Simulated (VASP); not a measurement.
# TiNi (Pm-3m) in VASP: notebook, part 4 of 4

VASP 6.6.1.

## 5. Single point, r2SCAN (12.95 Å³/atom)

This run uses another cell than the first one, of 12.95 Å³/atom.

POSCAR reads:

```
TiNi
1.0
    2.9583941579      0.0000000000      0.0000000000
    0.0000000000      2.9583941579      0.0000000000
    0.0000000000      0.0000000000      2.9583941579
Ti Ni
1 1
Direct
    0.5000000000      0.5000000000      0.5000000000
    0.0000000000      0.0000000000      0.0000000000
```

INCAR.step1 reads:

```
PREC = Accurate
ENCUT = 520
ISMEAR = 0
SIGMA = 0.1
LREAL = False
LASPH = True
NELM = 100
NBANDS = 18
GGA = PE
ALGO = Normal
EDIFF = 1E-4
LWAVE = True
LCHARG = False
```

INCAR.step2 reads:

```
PREC = Accurate
ENCUT = 520
EDIFF = 1E-7
ISMEAR = 0
SIGMA = 0.1
LREAL = False
LASPH = True
NELM = 100
ALGO = Normal
ISIF = 2
LWAVE = False
LCHARG = False
METAGGA = R2SCAN
LMIXTAU = True
NBANDS = 18
ISTART = 1
```

KPOINTS reads:

```
Automatic mesh
0
Gamma
  14 14 14
```

Potentials or basis: VASP PAW PBE potentials, release 64 (Ti_sv, Ni).

Launch:

```bash
$ cat potpaw_PBE.64/Ti_sv/POTCAR potpaw_PBE.64/Ni/POTCAR > POTCAR
$ cp INCAR.step1 INCAR
$ mpirun -np 1 vasp_std > vasp.out
$ cp INCAR.step2 INCAR
$ mpirun -np 1 vasp_std > vasp.out
```

OUTCAR:

```text
PREC = Accurate
   ENCUT = 520
   EDIFF = 1E-7
   ISMEAR = 0
   LREAL = False
   LASPH = True
   NELM = 100
   ISIF = 2
   METAGGA = R2SCAN
   ISTART = 1

 ion  position               nearest neighbor table
   1  0.500  0.500  0.500-   2 2.56   2 2.56   2 2.56   2 2.56   2 2.56   2 2.56   2 2.56   2 2.56

   2  0.000  0.000  0.000-   1 2.56   1 2.56   1 2.56   1 2.56   1 2.56   1 2.56   1 2.56   1 2.56

  LATTYP: Found a simple cubic cell.
 ALAT       =     2.9583941579

  Lattice vectors:

 A1 = (   2.9583941579,   0.0000000000,   0.0000000000)
 A2 = (   0.0000000000,   2.9583941579,   0.0000000000)
 A3 = (   0.0000000000,   0.0000000000,   2.9583941579)

Analysis of symmetry for initial positions (statically):
=====================================================================
 Subroutine PRICEL returns:
 Original cell was already a primitive cell.

 Routine SETGRP: Setting up the symmetry group for a
 simple cubic supercell.

 Subroutine GETGRP returns: Found 48 space group operations
 (whereof 48 operations were pure point group operations)
 out of a pool of 48 trial point group operations.

The static configuration has the point symmetry O_h .

Analysis of symmetry for dynamics (positions and initial velocities):
=====================================================================
 Subroutine PRICEL returns:
 Original cell was already a primitive cell.

 Routine SETGRP: Setting up the symmetry group for a
 simple cubic supercell.

 Subroutine GETGRP returns: Found 48 space group operations
 (whereof 48 operations were pure point group operations)
 out of a pool of 48 trial point group operations.

The dynamic configuration has the point symmetry O_h .

 Subroutine INISYM returns: Found 48 space group operations
 (whereof 48 operations are pure point group operations),
 and found     1 'primitive' translations

----------------------------------------------------------------------------------------

                                     Primitive cell

  volume of cell :      25.8921

  direct lattice vectors                    reciprocal lattice vectors
     2.958394158  0.000000000  0.000000000     0.338021219  0.000000000  0.000000000
     0.000000000  2.958394158  0.000000000     0.000000000  0.338021219  0.000000000
     0.000000000  0.000000000  2.958394158     0.000000000  0.000000000  0.338021219

  length of vectors
     2.958394158  2.958394158  2.958394158     0.338021219  0.338021219  0.338021219

  position of ions in fractional coordinates (direct lattice)
     0.500000000  0.500000000  0.500000000
     0.000000000  0.000000000  0.000000000

  ion indices of the primitive-cell ions
   primitive index   ion index
                 1           1
                 2           2

----------------------------------------------------------------------------------------

 KPOINTS: Automatic mesh

Automatic generation of k-mesh.
 Grid dimensions read from file:
 generate k-points for:   14   14   14

 Generating k-lattice:

  Cartesian coordinates                     Fractional coordinates (reciprocal lattice)
     0.024144373  0.000000000  0.000000000     0.071428571  0.000000000  0.000000000
     0.000000000  0.024144373  0.000000000     0.000000000  0.071428571  0.000000000
     0.000000000  0.000000000  0.024144373     0.000000000  0.000000000  0.071428571

  Length of vectors
     0.024144373  0.024144373  0.024144373

  Shift w.r.t. Gamma in fractional coordinates (k-lattice)
     0.000000000  0.000000000  0.000000000

 Subroutine IBZKPT returns following result:
 ===========================================

 Found    120 irreducible k-points:

 Following reciprocal coordinates:
            Coordinates               Weight
  0.000000  0.000000  0.000000      1.000000
  0.071429  0.000000  0.000000      6.000000
  0.142857  0.000000  0.000000      6.000000
  0.214286  0.000000  0.000000      6.000000
  0.285714  0.000000  0.000000      6.000000
  0.357143  0.000000  0.000000      6.000000
[... 16 lines left out ...]
  0.285714  0.214286  0.000000     24.000000
  0.357143  0.214286  0.000000     24.000000
 [... further k-points ...]
   k-points           NKPTS =    120   k-points in BZ     NKDIM =    120   number of bands    NBANDS=     18
   number of dos      NEDOS =    301   number of ions     NIONS =      2
   total plane-waves  NPLWV =  13824
   dimension x,y,z NGX =    24 NGY =   24 NGZ =   24
   dimension x,y,z NGXF=    48 NGYF=   48 NGZF=   48
   ions per type =               1   1
   NGX,Y,Z   is equivalent  to a cutoff of  13.49, 13.49, 13.49 a.u.
   NGXF,Y,Z  is equivalent  to a cutoff of  26.97, 26.97, 26.97 a.u.
 SYSTEM =  unknown system
   PREC   = accura    normal or accurate (medium, high low for compatibility)
   ISTART =      1    job   : 0-new  1-cont  2-samecut
   ICHARG =      0    charge: 1-file 2-atom 10-const
   ISPIN  =      1    spin polarized calculation?
   LNONCOLLINEAR =      F non collinear calculations
   LSORBIT =      F    spin-orbit coupling
   LASPH  =      T    aspherical Exc in radial PAW
   ENCUT  =  520.0 eV  38.22 Ry    6.18 a.u.   5.50  5.50  5.50*2*pi/ulx,y,z
   NELM   =    100;   NELMIN=  2; NELMDL=  0     # of ELM steps
   EDIFF  = 0.1E-06   stopping-criterion for ELM
   LREAL  =      F    real-space projection
   EDIFFG = 0.1E-05   stopping-criterion for IOM
   NSW    =      0    number of steps for IOM
   IBRION =     -1    ionic relax: 0-MD 1-quasi-New 2-CG
   NFREE  =      0    steps in history (QN), initial steepest desc. (CG)
   ISIF   =      2    stress and relaxation
   ISYM   =      2    0-nonsym 1-usesym 2-fastsym
   POTIM  = 0.5000    time-step for ionic-motion
   TEBEG  =    0.0;   TEEND  =   0.0 temperature during run
   PSTRESS=    0.0 pullay stress
   NELECT =      22.0000    total number of electrons
   NUPDOWN=      -1.0000    fix difference up-down
   EMIN   =  10.00;   EMAX   =-10.00  energy-range for DOS
   EFERMI =   0.00;   METHOD = LEGACY
   ISMEAR =     0;   SIGMA  =   0.10  broadening in eV -4-tet -1-fermi 0-gaus
   EFERMI_NEDOS =   21; number of points for ismear=-14 and -15
   IALGO  =     38    algorithm
   IMIX   =      4    mixing-type and parameters
     AMIX     =   0.40;   BMIX     =  1.00
     AMIX_MAG =   1.60;   BMIX_MAG =  1.00
  volume/ion in A,a.u.               =      12.95        87.36
  Fermi-wavevector in a.u.,A,eV,Ry     =   1.550576  2.930164 32.712291  2.404286
  Thomas-Fermi vector in A             =   2.655219
   LORBIT       =      0    0 simple, 1 ext, 2 COOP (PROOUT), +10 PAW based schemes
   METAGGA = R2SCAN    functional components
   LHFCALC =     F    Hartree Fock is set to
   AEXX    =    0.0000 exact exchange contribution
   IVDW    =     0    specifies the selected vdW correction
   LEPSILON=     F    determine dielectric tensor
   LRPA    =     F    only Hartree local field effects (RPA)
 non-spin polarized calculation
 Gauss-broadening in eV      SIGMA  =   0.10
  energy-cutoff  :      520.00
  volume of cell :       25.89
 maximum number of plane-waves:       739
 NGX is ok and might be reduce to    24
   NGX = 11   NGY = 11   NGZ = 11

 number of electron      21.9999985 magnetization

 Free energy of the ion-electron system (eV)
  ---------------------------------------------------
  ext. energy  EPLUGINS =         0.00000000
  ---------------------------------------------------
  free energy    TOTEN  =       -25.56218787 eV

  energy without entropy =      -25.54969002  energy(sigma->0) =      -25.55593894

 E-fermi :   9.9862     XC(G=0): -13.7355

 val. band max:        9.9778281960   @ k =   0.3571   0.2143   0.2143
 cond. band min:       9.9949699681   @ k =   0.5000   0.4286   0.0000
 fundamental gap:      0.0171417721
 Fermi energy:         9.9861589278

 k-point     1 :       0.0000    0.0000    0.0000
  band No.  band energies     occupation
      1     -49.5637      2.00000
      2     -24.6032      2.00000
      3     -24.6032      2.00000
      4     -24.6032      2.00000
      5       1.5802      2.00000
      6       5.7534      2.00000
[... 10 lines left out ...]
     17      19.2582      0.00000
     18      19.2582      0.00000

 k-point     2 :       0.0714    0.0000    0.0000
  band No.  band energies     occupation
      1     -49.5619      2.00000
      2     -24.6204      2.00000
      3     -24.6019      2.00000
      4     -24.6019      2.00000
      5       1.6872      2.00000
      6       5.7974      2.00000
[... 10 lines left out ...]
     17      19.5099      0.00000
     18      19.5099      0.00000
[... 442 lines left out ...]
 k-point    24 :       0.3571    0.2143    0.0000
  band No.  band energies     occupation
      1     -49.5203      2.00000
      2     -24.8614      2.00000
      3     -24.7063      2.00000
      4     -24.5696      2.00000
      5       4.5116      2.00000
      6       6.2829      2.00000
[... 10 lines left out ...]
     17      19.8096      0.00000
     18      24.1228      0.00000

 [... further k-points ...]
[... 5 lines left out ...]
  --------------------------------------------------------------------------------------
  -------------------------------------------------------------------------------------
  Total        0.9998167      0.9998167      0.9998167      0.0000000      0.0000000      0.0000000
  in kB       61.8675427     61.8675427     61.8675427      0.0000000      0.0000000      0.0000000
  external PRESSURE =      61.8675427 kB  Pullay stress =       0.0000000 kB

 VOLUME and BASIS-vectors are now :
 -----------------------------------------------------------------------------
  energy-cutoff  :      520.00
  volume of cell :       25.89
      direct lattice vectors                 reciprocal lattice vectors
     2.958394158  0.000000000  0.000000000     0.338021219  0.000000000  0.000000000
     0.000000000  2.958394158  0.000000000     0.000000000  0.338021219  0.000000000
     0.000000000  0.000000000  2.958394158     0.000000000  0.000000000  0.338021219

 POSITION                                       TOTAL-FORCE (eV/Angst)
 -----------------------------------------------------------------------------------
      1.47920      1.47920      1.47920         0.000000      0.000000      0.000000
      0.00000      0.00000      0.00000         0.000000      0.000000      0.000000
 -----------------------------------------------------------------------------------
    total drift:                                0.000000      0.000000     -0.000000

  FREE ENERGIE OF THE ION-ELECTRON SYSTEM (eV)
  ---------------------------------------------------
  free  energy   TOTEN  =       -25.5621878665 eV

  energy  without entropy=      -25.5496900167  energy(sigma->0) =      -25.55593894
```

Wall time 4.3 min (1 thread of Intel Xeon 8259CL, shared host); peak memory 0.19 GiB.

Results:

| Item | Value |
| --- | --- |
| Free energy | -25.5622 eV |
| Pressure | 6.2 GPa |
| Band gap on the k mesh | zero (bands 11 and 12 overlap by 1.90 eV) |

Caveat: the cell stands under pressure; the PAW data sets were made with another functional, which shifts forces and pressure a little. Spin polarisation is off, so any magnetic state and its effect on volume and gap are missing.

## 6. Overview

```tsv
cell	gap on the mesh (eV)	pressure (GPa)
a = 2.864 Å, 2 atoms	none	29.6
a = 2.896 Å, 2 atoms	none	20.5
a = 2.928 Å, 2 atoms	none	12.8
a = 2.958 Å, 2 atoms	none	6.2
```

Alike in all rows: task single point; level r2SCAN; potentials or basis VASP PAW PBE potentials, release 64 (Ti_sv, Ni); no spin polarisation; k mesh 14 × 14 × 14; cutoff (eV) 520; smearing gaussian 0.1 eV.

Caveats: the cell stands under pressure; the PAW data sets were made with another functional, which shifts forces and pressure a little.

Absolute energies hang on the potentials; compare differences alone.
